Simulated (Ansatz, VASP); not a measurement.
## H in VASP and in Ansatz

```xyz
8
Lattice="6.7871 0.0000 0.0000 0.0000 6.7224 0.0000 0.0000 0.0000 6.9034" Properties=species:S:1:pos:R:3 pbc="T T T"
H     2.9119    4.6857    4.1012
H     6.3055    5.3979    2.8021
H     3.8752    1.3245    6.2538
H     0.4816    2.0367    0.6496
H     3.9175    0.7771    5.7415
H     0.5239    2.5841    1.1619
H     2.8696    4.1383    4.6136
H     6.2632    5.9453    2.2898
```

Alike in both runs: functional PBE; k mesh 4 × 4 × 4; occupations gaussian, width 0.02 eV; no spin polarisation.

Ansatz relaxed the structure, and its values are those at the end. VASP's run is a single point on that final structure, the one shown.

|  | VASP | Ansatz |
| --- | --- | --- |
| version | VASP 6.6.1 | Ansatz 0.2.0 |
| potentials or method | VASP PAW PBE potentials, release 64 (H), cutoff 520 eV | scalar-relativistic, plane waves, PAW |
| valence electrons in the cell | 8 | 8 |

Ansatz gave:

* gap on the k mesh at the Fermi level (eV): 9.60
* least direct gap on the mesh (eV): 9.64
* pressure (GPa): 0.0
* rms of the force components (eV/Å): 0.004

Which values does VASP return?

gap on the k mesh at the Fermi level (eV): 9.59; least direct gap on the mesh (eV): 9.64; pressure (GPa): -0.1; rms of the force components (eV/Å): 0.011.
